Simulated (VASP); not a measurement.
# Zn (P6_3/mmc) in VASP: notebook

Runs on Zn. Level: PBE. Tasks: single point, relaxation of cell and atoms.

Everything below comes from runs of VASP 6.6.1. Logs are shortened: lines on timing, memory, paths and dates and some standing lists are left out, and cuts for length are marked.

### Step 1. The cell of the first run

It takes space group P6_3/mmc (No. 194, hexagonal). Conventional cell: a = 2.635 Å, b = 2.635 Å, c = 5.092 Å, α = 90.00°, β = 90.00°, γ = 120.00°. Within 3.5 Å of Zn (site symmetry -6m2) lie 12 Zn at 2.64 to 2.97 Å.

### Step 2. Single point, PBE

Contents of INCAR:

```
PREC = Accurate
ENCUT = 520
EDIFF = 1E-6
ISMEAR = 0
SIGMA = 0.1
LREAL = False
LASPH = True
NELM = 100
ALGO = Normal
ISIF = 2
LWAVE = False
LCHARG = True
GGA = PE
LELF = True
LVHAR = True
NBANDS = 19
```

Contents of KPOINTS:

```
regular mesh
0
Gamma
  18 18 10
```

Contents of POSCAR:

```
Zn
1.0
    2.6350410099      0.0000000000      0.0000000000
   -1.3175205050      2.2820124546      0.0000000000
    0.0000000000      0.0000000000      5.0919907928
Zn
2
Direct
    0.0000000000      0.0000000000      0.0000000000
    0.3333333333      0.6666666667      0.5000000000
```

Potentials or basis: VASP PAW PBE potentials, release 64 (Zn).

Command:

```
$ cat potpaw_PBE.64/Zn/POTCAR > POTCAR
$ mpirun -np 1 vasp_std > vasp.out
```

OUTCAR:

```text
PREC = Accurate
   ENCUT = 520
   EDIFF = 1E-6
   ISMEAR = 0
   LREAL = False
   LASPH = True
   NELM = 100
   ISIF = 2
   GGA = PE

 ion  position               nearest neighbor table
   1  0.000  0.000  0.000-   2 2.97   2 2.97   2 2.97   2 2.97   2 2.97   2 2.97
   2  0.333  0.667  0.500-   1 2.97   1 2.97   1 2.97   1 2.97   1 2.97   1 2.97

  LATTYP: Found a hexagonal cell.
 ALAT       =     2.6350410099
 C/A-ratio  =     1.9324142485

  Lattice vectors:

 A1 = (   2.6350410099,   0.0000000000,   0.0000000000)
 A2 = (  -1.3175205050,   2.2820124546,   0.0000000000)
 A3 = (   0.0000000000,   0.0000000000,   5.0919907928)

Analysis of symmetry for initial positions (statically):
=====================================================================
 Subroutine PRICEL returns:
 Original cell was already a primitive cell.

 Routine SETGRP: Setting up the symmetry group for a
 hexagonal supercell.

 Subroutine GETGRP returns: Found 24 space group operations
 (whereof 12 operations were pure point group operations)
 out of a pool of 24 trial point group operations.

The static configuration has the point symmetry D_3h.
 The point group associated with its full space group is D_6h.

Analysis of symmetry for dynamics (positions and initial velocities):
=====================================================================
 Subroutine PRICEL returns:
 Original cell was already a primitive cell.

 Routine SETGRP: Setting up the symmetry group for a
 hexagonal supercell.

 Subroutine GETGRP returns: Found 24 space group operations
 (whereof 12 operations were pure point group operations)
 out of a pool of 24 trial point group operations.

The dynamic configuration has the point symmetry D_3h.
 The point group associated with its full space group is D_6h.

 Subroutine INISYM returns: Found 24 space group operations
 (whereof 12 operations are pure point group operations),
 and found     1 'primitive' translations

----------------------------------------------------------------------------------------

                                     Primitive cell

  volume of cell :      30.6191

  direct lattice vectors                    reciprocal lattice vectors
     2.635041010  0.000000000  0.000000000     0.379500735  0.219104852  0.000000000
    -1.317520505  2.282012455  0.000000000     0.000000000  0.438209703  0.000000000
     0.000000000  0.000000000  5.091990793     0.000000000  0.000000000  0.196386844

  length of vectors
     2.635041010  2.635041010  5.091990793     0.438209703  0.438209703  0.196386844

  position of ions in fractional coordinates (direct lattice)
     0.000000000  0.000000000  0.000000000
     0.333333333  0.666666667  0.500000000

  ion indices of the primitive-cell ions
   primitive index   ion index
                 1           1
                 2           2

----------------------------------------------------------------------------------------

 KPOINTS: regular mesh

Automatic generation of k-mesh.
 Grid dimensions read from file:
 generate k-points for:   18   18   10

 Generating k-lattice:

  Cartesian coordinates                     Fractional coordinates (reciprocal lattice)
     0.021083374  0.012172492  0.000000000     0.055555556 -0.000000000  0.000000000
     0.000000000  0.024344984  0.000000000     0.000000000  0.055555556  0.000000000
     0.000000000  0.000000000  0.019638684     0.000000000  0.000000000  0.100000000

  Length of vectors
     0.024344984  0.024344984  0.019638684

  Shift w.r.t. Gamma in fractional coordinates (k-lattice)
     0.000000000  0.000000000  0.000000000

 Subroutine IBZKPT returns following result:
 ===========================================

 Found    222 irreducible k-points:

 Following reciprocal coordinates:
            Coordinates               Weight
  0.000000  0.000000  0.000000      1.000000
  0.055556 -0.000000  0.000000      6.000000
  0.111111 -0.000000  0.000000      6.000000
  0.166667 -0.000000  0.000000      6.000000
  0.222222 -0.000000  0.000000      6.000000
  0.277778 -0.000000  0.000000      6.000000
[... 16 lines left out ...]
  0.333333  0.111111  0.000000     12.000000
  0.388889  0.111111  0.000000     12.000000
 [... further k-points ...]
   k-points           NKPTS =    222   k-points in BZ     NKDIM =    222   number of bands    NBANDS=     19
   number of dos      NEDOS =    301   number of ions     NIONS =      2
   total plane-waves  NPLWV =  16000
   dimension x,y,z NGX =    20 NGY =   20 NGZ =   40
   dimension x,y,z NGXF=    40 NGYF=   40 NGZF=   80
   ions per type =               2
   NGX,Y,Z   is equivalent  to a cutoff of  12.62, 12.62, 13.06 a.u.
   NGXF,Y,Z  is equivalent  to a cutoff of  25.24, 25.24, 26.12 a.u.
 SYSTEM =  unknown system
   PREC   = accura    normal or accurate (medium, high low for compatibility)
   ISTART =      0    job   : 0-new  1-cont  2-samecut
   ICHARG =      2    charge: 1-file 2-atom 10-const
   ISPIN  =      1    spin polarized calculation?
   LNONCOLLINEAR =      F non collinear calculations
   LSORBIT =      F    spin-orbit coupling
   LASPH  =      T    aspherical Exc in radial PAW
   ENCUT  =  520.0 eV  38.22 Ry    6.18 a.u.   4.90  4.90  9.47*2*pi/ulx,y,z
   NELM   =    100;   NELMIN=  2; NELMDL= -5     # of ELM steps
   EDIFF  = 0.1E-05   stopping-criterion for ELM
   LREAL  =      F    real-space projection
   EDIFFG = 0.1E-04   stopping-criterion for IOM
   NSW    =      0    number of steps for IOM
   IBRION =     -1    ionic relax: 0-MD 1-quasi-New 2-CG
   NFREE  =      0    steps in history (QN), initial steepest desc. (CG)
   ISIF   =      2    stress and relaxation
   ISYM   =      2    0-nonsym 1-usesym 2-fastsym
   POTIM  = 0.5000    time-step for ionic-motion
   TEBEG  =    0.0;   TEEND  =   0.0 temperature during run
   PSTRESS=    0.0 pullay stress
   NELECT =      24.0000    total number of electrons
   NUPDOWN=      -1.0000    fix difference up-down
   EMIN   =  10.00;   EMAX   =-10.00  energy-range for DOS
   EFERMI =   0.00;   METHOD = LEGACY
   ISMEAR =     0;   SIGMA  =   0.10  broadening in eV -4-tet -1-fermi 0-gaus
   EFERMI_NEDOS =   21; number of points for ismear=-14 and -15
   IALGO  =     38    algorithm
   IMIX   =      4    mixing-type and parameters
     AMIX     =   0.40;   BMIX     =  1.00
     AMIX_MAG =   1.60;   BMIX_MAG =  1.00
  volume/ion in A,a.u.               =      15.31       103.31
  Fermi-wavevector in a.u.,A,eV,Ry     =   1.509434  2.852417 30.999408  2.278392
  Thomas-Fermi vector in A             =   2.619757
   LORBIT       =      0    0 simple, 1 ext, 2 COOP (PROOUT), +10 PAW based schemes
   GGA     = PE    functional components
   LHFCALC =     F    Hartree Fock is set to
   AEXX    =    0.0000 exact exchange contribution
   IVDW    =     0    specifies the selected vdW correction
   LEPSILON=     F    determine dielectric tensor
   LRPA    =     F    only Hartree local field effects (RPA)
 non-spin polarized calculation
 Gauss-broadening in eV      SIGMA  =   0.10
  energy-cutoff  :      520.00
  volume of cell :       30.62
 maximum number of plane-waves:       849
 NGX is ok and might be reduce to    20
   NGX =  9   NGY =  9   NGZ = 19

 number of electron      23.9999990 magnetization

 Free energy of the ion-electron system (eV)
  ---------------------------------------------------
  ext. energy  EPLUGINS =         0.00000000
  ---------------------------------------------------
  free energy    TOTEN  =        -2.22322939 eV

  energy without entropy =       -2.22166671  energy(sigma->0) =       -2.22244805

 E-fermi :   3.0238     XC(G=0): -11.5068

 val. band max:        2.9967262167   @ k =   0.2778   0.1667   0.0000
 cond. band min:       3.0500022122   @ k =   0.2778   0.2778   0.3000
 fundamental gap:      0.0532759955
 Fermi energy:         3.0238172242

 k-point     1 :       0.0000    0.0000    0.0000
  band No.  band energies     occupation
      1      -7.3013      2.00000
      2      -5.6145      2.00000
      3      -4.9032      2.00000
      4      -4.6316      2.00000
      5      -4.6316      2.00000
      6      -4.5913      2.00000
[... 11 lines left out ...]
     18      22.7695      0.00000
     19      22.7942      0.00000

 k-point     2 :       0.0556   -0.0000    0.0000
  band No.  band energies     occupation
      1      -7.2071      2.00000
      2      -5.5702      2.00000
      3      -4.8915      2.00000
      4      -4.6427      2.00000
      5      -4.6089      2.00000
      6      -4.6024      2.00000
[... 11 lines left out ...]
     18      21.7358      0.00000
     19      23.6335      0.00000

 k-point     3 :       0.1111   -0.0000    0.0000
  band No.  band energies     occupation
      1      -6.9280      2.00000
      2      -5.4492      2.00000
      3      -4.8619      2.00000
      4      -4.6700      2.00000
      5      -4.6264      2.00000
      6      -4.5432      2.00000
[... 11 lines left out ...]
     18      20.8809      0.00000
     19      22.1914      0.00000

 k-point     4 :       0.1667   -0.0000    0.0000
  band No.  band energies     occupation
      1      -6.4798      2.00000
      2      -5.2924      2.00000
      3      -4.8306      2.00000
      4      -4.7018      2.00000
      5      -4.6174      2.00000
      6      -4.4753      2.00000
[... 11 lines left out ...]
     18      19.7369      0.00000
     19      20.5125      0.00000

 k-point     5 :       0.2222   -0.0000    0.0000
  band No.  band energies     occupation
      1      -5.9195      2.00000
      2      -5.1846      2.00000
      3      -4.7864      2.00000
      4      -4.7002      2.00000
      5      -4.6572      2.00000
      6      -4.5076      2.00000
[... 11 lines left out ...]
     18      18.5108      0.00000
     19      19.1607      0.00000
[... 334 lines left out ...]
      2      -5.0726      2.00000
      3      -4.8303      2.00000
      4      -4.7337      2.00000
      5      -4.6842      2.00000
      6      -4.5267      2.00000
[... 11 lines left out ...]
     18      17.4562      0.00000
     19      18.3215      0.00000

 k-point    22 :       0.2778    0.1111    0.0000
  band No.  band energies     occupation
      1      -5.1778      2.00000
      2      -5.1107      2.00000
      3      -4.9382      2.00000
      4      -4.6079      2.00000
      5      -4.5825      2.00000
      6      -4.4988      2.00000
[... 11 lines left out ...]
     18      16.8122      0.00000
     19      18.1364      0.00000

 k-point    23 :       0.3333    0.1111    0.0000
  band No.  band energies     occupation
      1      -5.2302      2.00000
      2      -5.1491      2.00000
      3      -5.0148      2.00000
      4      -4.6253      2.00000
      5      -4.5229      2.00000
      6      -4.4372      2.00000
[... 11 lines left out ...]
     18      16.3279      0.00000
     19      17.8051      0.00000

 k-point    24 :       0.3889    0.1111    0.0000
  band No.  band energies     occupation
      1      -5.2723      2.00000
      2      -5.1819      2.00000
      3      -5.0600      2.00000
      4      -4.6522      2.00000
      5      -4.4697      2.00000
      6      -4.4687      2.00000
[... 11 lines left out ...]
     18      16.0279      0.00000
     19      17.5786      0.00000

 [... further k-points ...]
[... 5 lines left out ...]
  --------------------------------------------------------------------------------------
  -------------------------------------------------------------------------------------
  Total        0.0908959      0.0908959      0.0362776     -0.0000000      0.0000000      0.0000000
  in kB        4.7562176      4.7562176      1.8982611     -0.0000000      0.0000000      0.0000000
  external PRESSURE =       3.8035654 kB  Pullay stress =       0.0000000 kB

 VOLUME and BASIS-vectors are now :
 -----------------------------------------------------------------------------
  energy-cutoff  :      520.00
  volume of cell :       30.62
      direct lattice vectors                 reciprocal lattice vectors
     2.635041010  0.000000000  0.000000000     0.379500735  0.219104852  0.000000000
    -1.317520505  2.282012455  0.000000000     0.000000000  0.438209703  0.000000000
     0.000000000  0.000000000  5.091990793     0.000000000  0.000000000  0.196386844

 POSITION                                       TOTAL-FORCE (eV/Angst)
 -----------------------------------------------------------------------------------
      0.00000      0.00000      0.00000        -0.000000      0.000000      0.000000
     -0.00000      1.52134      2.54600         0.000000      0.000000      0.000000
 -----------------------------------------------------------------------------------
    total drift:                               -0.000002      0.000001     -0.000000

  FREE ENERGIE OF THE ION-ELECTRON SYSTEM (eV)
  ---------------------------------------------------
  free  energy   TOTEN  =        -2.2232293945 eV

  energy  without entropy=       -2.2216667097  energy(sigma->0) =       -2.22244805
```

Run time: 39 s. Hardware: 1 thread of Intel Xeon 6975P-C (Granite Rapids), shared host; peak memory 0.21 GiB.

What came out:

* Free energy: -2.2232 eV
* Pressure: 0.4 GPa
* Band gap on the k mesh: zero (band 12 reaches 4.82 eV, above the bottom of band 13 at -0.43 eV)

(Continued in part 2 of 3.)
